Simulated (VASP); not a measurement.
Runs of VASP 6.6.1 on SnO2. The structure is that of space group R-3m (No. 166), or close to it. The cells are those of the table. 

| cell | gap on the mesh (eV) | pressure (GPa) | largest force (eV/Å) |
| --- | --- | --- | --- |
| a = 5.641 Å, angles 33.9°, 3 atoms | (a) | -9.0 | 1.14 |
| a = 5.620 Å, angles 32.9°, 3 atoms | 2.32 | -0.2 | 0.68 |
| a = 5.272 Å, angles 36.3°, 3 atoms | 1.69 | -4.6 | 0.24 |
| a = 5.352 Å, angles 33.4°, 3 atoms | 3.02 | 19.3 | 0.87 |
| a = 5.161 Å, angles 37.8°, 3 atoms | (c) | -7.3 | 0.19 |
| a = 5.507 Å, angles 34.1°, 3 atoms | 2.02 | (b) | 0.61 |
| a = 4.907 Å, angles 39.1°, 3 atoms | 1.63 | 1.8 | 0.74 |
| a = 5.127 Å, angles 36.1°, 3 atoms | 2.34 | 9.7 | 0.79 |

Alike in all rows: task single point; level PBE; potentials or basis VASP PAW PBE potentials, release 64 (Sn_d, O); no spin polarisation; k mesh 12 × 12 × 12; cutoff (eV) 520; smearing gaussian 0.05 eV.

Task: Fill in the values left out.

Result: (a) 1.76; (b) -3.4; (c) 1.35.

Caveats: spin-orbit coupling is left out, which moves the levels of the heavy elements; the cell stands under tension (at least some runs); the cell stands under pressure (at least some runs); forces of over 1 eV/Å act on the atoms, so gaps and moduli don't describe the material at rest (at least some runs).

A k mesh can miss the band edges, and the runs leave out spin-orbit coupling on Sn.
